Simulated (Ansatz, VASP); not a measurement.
# Ti: VASP beside Ansatz

INCAR

```
SYSTEM = Ti
PREC = Accurate ; ENCUT = 520
EDIFF = 1E-7 ; ISMEAR = 0
SIGMA = 0.15 ; LREAL = .False.
LASPH = .True. ; NELM = 80
ALGO = Fast ; ISIF = 2
LWAVE = .False. ; LCHARG = .False.
GGA = PS ; NBANDS = 12
```

Contents of KPOINTS:

```
regular mesh
0
Gamma
  26 26 26
  0 0 0
```

POSCAR

```
Ti
1.0
   -1.6853718662      1.6853718662      1.6051160630
    1.6853718662     -1.6853718662      1.6051160630
    1.6853718662      1.6853718662     -1.6051160630
Ti
1
Direct
    0.0000000000      0.0000000000      0.0000000000
```

Input for Ansatz:

```yaml
crystal:
  lattice:
    - [-1.6853718662, 1.6853718662, 1.605116063]
    - [1.6853718662, -1.6853718662, 1.605116063]
    - [1.6853718662, 1.6853718662, -1.605116063]
  atoms:
    - { symbol: Ti, position: [0.0, 0.0, 0.0] }
basis:
  ecutwfc: 420
kpoints:
  mp_grid: { grid: [26, 26, 26] }
hamiltonian:
  xc: pbesol
scf:
  occupations: { method: gaussian, width: 0.15 }
output:
  forces: true
  stress: true
  eigenvalues: true
```

Change from the starting cell: strain +0.050 along x and y, +0.000 along z, atoms carried along.

Alike in both runs: task single point; functional PBEsol; k mesh 26 × 26 × 26; occupations gaussian, width 0.15 eV; no spin polarisation.

|  | VASP | Ansatz |
| --- | --- | --- |
| version | VASP 6.6.1 | Ansatz 0.2.0 |
| potentials or method | VASP PAW PBE potentials, release 64 (Ti_sv), cutoff 520 eV | scalar-relativistic, plane waves, PAW |
| valence electrons in the cell | 12 | 12 |

Ansatz gave:

| Item | Value |
| --- | --- |
| gap on the k mesh at the Fermi level (eV) | none |
| pressure (GPa) | -9.3 |
| traceless stress, the component that is largest in VASP (GPa) | -1.03 |

**Question.** What did VASP give for the same quantities?

**Answer.** gap on the k mesh at the Fermi level (eV): none; pressure (GPa): -9.4; traceless stress, the component that is largest in VASP (GPa): -1.02.

VASP's potentials were made for PBE, not for PBEsol. A gap of «none» marks a metal or a gap that the smearing closes. The functional is the same, so the differences come from potentials, cutoffs and numerics.
